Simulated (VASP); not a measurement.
# GaAs (F-43m) in VASP: further runs, part 2 of 2

VASP 6.6.1.

**3. Relaxation of cell and atoms, PBE**

This run uses another cell than the first one, of 23.76 Å³/atom.

The input, INCAR:

```
SYSTEM = GaAs
PREC = Accurate
ENCUT = 600
EDIFF = 1E-7
ISMEAR = 0
SIGMA = 0.02
LREAL = .FALSE.
LASPH = .TRUE.
NELM = 80
ALGO = Normal
ISIF = 3
LWAVE = .FALSE.
LCHARG = .FALSE.
GGA = PE
IBRION = 2
NSW = 80
EDIFFG = -0.005
```

The input, KPOINTS:

```
Automatic mesh
0
G
  16 16 16
  0 0 0
```

The input, POSCAR:

```
GaAs
1.0
    0.0000000000      2.8750000000      2.8750000000
    2.8750000000      0.0000000000      2.8750000000
    2.8750000000      2.8750000000      0.0000000000
Ga As
1 1
Direct
    0.0000000000      0.0000000000      0.0000000000
    0.2500000000      0.2500000000      0.2500000000
```

Potentials or basis: VASP PAW PBE potentials, release 64 (Ga_d, As).

Launch:

```sh
$ cat potpaw_PBE.64/Ga_d/POTCAR potpaw_PBE.64/As/POTCAR > POTCAR
$ mpirun -np 1 vasp_std > vasp.out
```

OUTCAR:

```text
SYSTEM = GaAs
   PREC = Accurate
   ENCUT = 600
   EDIFF = 1E-7
   ISMEAR = 0
   LREAL = .FALSE.
   LASPH = .TRUE.
   NELM = 80
   ISIF = 3
   GGA = PE
   IBRION = 2
   NSW = 80
   EDIFFG = -0.005

 ion  position               nearest neighbor table
   1  0.000  0.000  0.000-   2 2.49   2 2.49   2 2.49   2 2.49
   2  0.250  0.250  0.250-   1 2.49   1 2.49   1 2.49   1 2.49

  LATTYP: Found a face centered cubic cell.
 ALAT       =     5.7500000000

  Lattice vectors:

 A1 = (   0.0000000000,   2.8750000000,   2.8750000000)
 A2 = (   2.8750000000,   0.0000000000,   2.8750000000)
 A3 = (   2.8750000000,   2.8750000000,   0.0000000000)

Analysis of symmetry for initial positions (statically):
=====================================================================
 Subroutine PRICEL returns:
 Original cell was already a primitive cell.

 Routine SETGRP: Setting up the symmetry group for a
 face centered cubic supercell.

 Subroutine GETGRP returns: Found 24 space group operations
 (whereof 24 operations were pure point group operations)
 out of a pool of 48 trial point group operations.

The static configuration has the point symmetry T_d .

Analysis of symmetry for dynamics (positions and initial velocities):
=====================================================================
 Subroutine PRICEL returns:
 Original cell was already a primitive cell.

 Routine SETGRP: Setting up the symmetry group for a
 face centered cubic supercell.

 Subroutine GETGRP returns: Found 24 space group operations
 (whereof 24 operations were pure point group operations)
 out of a pool of 48 trial point group operations.

The dynamic configuration has the point symmetry T_d .

 Subroutine INISYM returns: Found 24 space group operations
 (whereof 24 operations are pure point group operations),
 and found     1 'primitive' translations

----------------------------------------------------------------------------------------

                                     Primitive cell

  volume of cell :      47.5273

  direct lattice vectors                    reciprocal lattice vectors
     0.000000000  2.875000000  2.875000000    -0.173913043  0.173913043  0.173913043
     2.875000000  0.000000000  2.875000000     0.173913043 -0.173913043  0.173913043
     2.875000000  2.875000000  0.000000000     0.173913043  0.173913043 -0.173913043

  length of vectors
     4.065863992  4.065863992  4.065863992     0.301226227  0.301226227  0.301226227

  position of ions in fractional coordinates (direct lattice)
     0.000000000  0.000000000  0.000000000
     0.250000000  0.250000000  0.250000000

  ion indices of the primitive-cell ions
   primitive index   ion index
                 1           1
                 2           2

----------------------------------------------------------------------------------------

 KPOINTS: Automatic mesh

Automatic generation of k-mesh.
 Grid dimensions read from file:
 generate k-points for:   16   16   16

 Generating k-lattice:

  Cartesian coordinates                     Fractional coordinates (reciprocal lattice)
    -0.010869565  0.010869565  0.010869565     0.062500000  0.000000000  0.000000000
     0.010869565 -0.010869565  0.010869565     0.000000000  0.062500000  0.000000000
[... 42 lines left out ...]
   total plane-waves  NPLWV =  32768
   dimension x,y,z NGX =    32 NGY =   32 NGZ =   32
   dimension x,y,z NGXF=    64 NGYF=   64 NGZF=   64
   ions per type =               1   1
   NGX,Y,Z   is equivalent  to a cutoff of  13.08, 13.08, 13.08 a.u.
   NGXF,Y,Z  is equivalent  to a cutoff of  26.17, 26.17, 26.17 a.u.
 SYSTEM =  GaAs
   PREC   = accura    normal or accurate (medium, high low for compatibility)
   ISTART =      0    job   : 0-new  1-cont  2-samecut
   ICHARG =      2    charge: 1-file 2-atom 10-const
   ISPIN  =      1    spin polarized calculation?
   LNONCOLLINEAR =      F non collinear calculations
   LSORBIT =      F    spin-orbit coupling
   LASPH  =      T    aspherical Exc in radial PAW
   ENCUT  =  600.0 eV  44.10 Ry    6.64 a.u.   8.12  8.12  8.12*2*pi/ulx,y,z
   NELM   =     80;   NELMIN=  2; NELMDL= -5     # of ELM steps
   EDIFF  = 0.1E-06   stopping-criterion for ELM
   LREAL  =      F    real-space projection
   EDIFFG = -.5E-02   stopping-criterion for IOM
   NSW    =     80    number of steps for IOM
   IBRION =      2    ionic relax: 0-MD 1-quasi-New 2-CG
   NFREE  =      1    steps in history (QN), initial steepest desc. (CG)
   ISIF   =      3    stress and relaxation
   ISYM   =      2    0-nonsym 1-usesym 2-fastsym
   POTIM  = 0.5000    time-step for ionic-motion
   TEBEG  =    0.0;   TEEND  =   0.0 temperature during run
   PSTRESS=    0.0 pullay stress
   NELECT =      18.0000    total number of electrons
   NUPDOWN=      -1.0000    fix difference up-down
   EMIN   =  10.00;   EMAX   =-10.00  energy-range for DOS
   EFERMI =   0.00;   METHOD = LEGACY
   ISMEAR =     0;   SIGMA  =   0.02  broadening in eV -4-tet -1-fermi 0-gaus
   EFERMI_NEDOS =   21; number of points for ismear=-14 and -15
   IALGO  =     38    algorithm
   IMIX   =      4    mixing-type and parameters
     AMIX     =   0.40;   BMIX     =  1.00
     AMIX_MAG =   1.60;   BMIX_MAG =  1.00
  volume/ion in A,a.u.               =      23.76       160.37
  Fermi-wavevector in a.u.,A,eV,Ry     =   1.184453  2.238292 19.088005  1.402929
  Thomas-Fermi vector in A             =   2.320667
   LORBIT       =      0    0 simple, 1 ext, 2 COOP (PROOUT), +10 PAW based schemes
   GGA     = PE    functional components
   LHFCALC =     F    Hartree Fock is set to
   AEXX    =    0.0000 exact exchange contribution
   IVDW    =     0    specifies the selected vdW correction
   LEPSILON=     F    determine dielectric tensor
   LRPA    =     F    only Hartree local field effects (RPA)
 conjugate gradient relaxation of ions
 non-spin polarized calculation
 Gauss-broadening in eV      SIGMA  =   0.02
  energy-cutoff  :      600.00
  volume of cell :       47.53
 maximum number of plane-waves:      1604
   NGX = 17   NGY = 17   NGZ = 17

 number of electron      17.9999994 magnetization

 Free energy of the ion-electron system (eV)
  ---------------------------------------------------
  ext. energy  EPLUGINS =         0.00000000
  ---------------------------------------------------
  free energy    TOTEN  =        -8.27661463 eV

  energy without entropy =       -8.27661463  energy(sigma->0) =       -8.27661463

 E-fermi :   3.5424     XC(G=0):  -9.3623

 val. band max:        3.4674095538   @ k =   0.0000   0.0000   0.0000
 cond. band min:       3.6134202939   @ k =   0.0000   0.0000   0.0000
 fundamental gap:      0.1460107402
 Fermi energy:         3.5423615064

 k-point     1 :       0.0000    0.0000    0.0000
  band No.  band energies     occupation
      1     -11.2546      2.00000
      2     -11.2546      2.00000
      3     -11.2546      2.00000
      4     -11.1871      2.00000
      5     -11.1871      2.00000
      6      -8.9060      2.00000
      7       3.4674      2.00000
      8       3.4674      2.00000
      9       3.4674      2.00000
     10       3.6134      0.00000
     11       7.1830      0.00000
     12       7.1830      0.00000
     13       7.1830      0.00000
[... 354 lines left out ...]
  band No.  band energies     occupation
      1     -11.2622      2.00000
      2     -11.2530      2.00000
      3     -11.2518      2.00000
      4     -11.1877      2.00000
      5     -11.1868      2.00000
      6      -8.7925      2.00000
      7       1.9155      2.00000
      8       3.0992      2.00000
      9       3.4080      2.00000
     10       4.8156      0.00000
     11       7.1978      0.00000
     12       7.2958      0.00000
     13       7.6988      0.00000

 [... further k-points ...]

------------------------ aborting loop because EDIFF is reached ----------------------------------------

  FORCE on cell =-STRESS in cart. coord.  units (eV):
  Direction    XX          YY          ZZ          XY          YZ          ZX
  --------------------------------------------------------------------------------------
  -------------------------------------------------------------------------------------
  Total        0.0038906      0.0038906      0.0038906      0.0000000     -0.0000000     -0.0000000
  in kB        0.1311552      0.1311552      0.1311552      0.0000000     -0.0000000     -0.0000000
  external PRESSURE =       0.1311552 kB  Pullay stress =       0.0000000 kB

 VOLUME and BASIS-vectors are now :
 -----------------------------------------------------------------------------
  energy-cutoff  :      600.00
  volume of cell :       47.53
      direct lattice vectors                 reciprocal lattice vectors
     0.000000000  2.875000000  2.875000000    -0.173913043  0.173913043  0.173913043
     2.875000000  0.000000000  2.875000000     0.173913043 -0.173913043  0.173913043
     2.875000000  2.875000000  0.000000000     0.173913043  0.173913043 -0.173913043

 POSITION                                       TOTAL-FORCE (eV/Angst)
 -----------------------------------------------------------------------------------
      0.00000      0.00000      0.00000        -0.000000     -0.000000     -0.000000
      1.43750      1.43750      1.43750         0.000000      0.000000      0.000000
 -----------------------------------------------------------------------------------
    total drift:                                0.000002      0.000002      0.000002

  FREE ENERGIE OF THE ION-ELECTRON SYSTEM (eV)
  ---------------------------------------------------
  free  energy   TOTEN  =        -8.2766146319 eV

  energy  without entropy=       -8.2766146319  energy(sigma->0) =       -8.27661463

 reached required accuracy - stopping structural energy minimisation
```

OSZICAR:

```text
N       E                     dE             d eps       ncg     rms          rms(c)
DAV:   1     0.844895222553E+02    0.84490E+02   -0.99070E+03  3831   0.204E+03
DAV:   2    -0.145531585826E+01   -0.85945E+02   -0.82671E+02  4050   0.345E+02
DAV:   3    -0.829539719872E+01   -0.68401E+01   -0.67890E+01  4735   0.786E+01
DAV:   4    -0.842338474368E+01   -0.12799E+00   -0.12791E+00  4319   0.117E+01
DAV:   5    -0.842567258975E+01   -0.22878E-02   -0.22877E-02  4619   0.138E+00    0.275E+00
DAV:   6    -0.829189738886E+01    0.13378E+00   -0.25492E-01  5786   0.926E+00    0.165E+00
DAV:   7    -0.827524147148E+01    0.16656E-01   -0.66396E-02  4803   0.200E+00    0.552E-01
DAV:   8    -0.827609131584E+01   -0.84984E-03   -0.99987E-03  4395   0.138E+00    0.926E-02
DAV:   9    -0.827649523654E+01   -0.40392E-03   -0.10643E-03  4552   0.469E-01    0.560E-02
DAV:  10    -0.827655834911E+01   -0.63113E-04   -0.75251E-05  4773   0.929E-02    0.303E-02
DAV:  11    -0.827661376872E+01   -0.55420E-04   -0.87665E-05  4040   0.763E-02    0.419E-03
DAV:  12    -0.827661417873E+01   -0.41002E-06   -0.13655E-06  4588   0.172E-02    0.172E-03
DAV:  13    -0.827661464770E+01   -0.46897E-06   -0.58912E-07  4173   0.653E-03    0.580E-04
DAV:  14    -0.827661463194E+01    0.15762E-07   -0.15765E-08  2655   0.173E-03
   1 F= -.82766146E+01 E0= -.82766146E+01  d E =-.827661E+01
```

CONTCAR:

```text
GaAs
   1.00000000000000
     0.0000000000000000    2.8750000000000000    2.8750000000000000
     2.8750000000000000    0.0000000000000000    2.8750000000000000
     2.8750000000000000    2.8750000000000000    0.0000000000000000
  Ga              As
     1     1
Direct
     0.0000000000000000    0.0000000000000000    0.0000000000000000
     0.2500000000000000    0.2500000000000000    0.2500000000000000

  0.00000000E+00  0.00000000E+00  0.00000000E+00
  0.00000000E+00  0.00000000E+00  0.00000000E+00
```

It took 76 s on 1 thread of Intel Xeon Platinum 8488C (Sapphire Rapids), shared host; peak memory 0.26 GiB.

Results:

* Free energy: -8.2766 eV
* Pressure after relaxing: 0.0 GPa
* Band gap on the k mesh: 0.15 eV

Final structure:
```
Ga As
1.0
     0.00000    2.87500    2.87500
     2.87500    0.00000    2.87500
     2.87500    2.87500    0.00000
Ga As
1 1
Direct
  0.00000 0.00000 0.00000
  0.25000 0.25000 0.25000
```

Levels at points of the mesh, in eV from the valence-band top:
```tsv
k point	band 5	band 6	band 7	band 8	band 9	band 10	band 11	band 12	band 13
(0.00, 0.00, 0.00)	-14.65	-12.37	0.00	0.00	0.00	0.15	3.72	3.72	3.72
(0.50, 0.00, 0.00)	-14.65	-10.76	-6.37	-1.07	-1.07	0.86	4.62	4.62	7.70
(0.50, 0.50, 0.00)	-14.64	-10.09	-6.59	-2.50	-2.50	1.56	1.68	9.77	9.77
```

Caveat: the relaxation stopped at its first step, so nothing moved; semilocal functionals underestimate gaps, and a narrow one can read as zero.
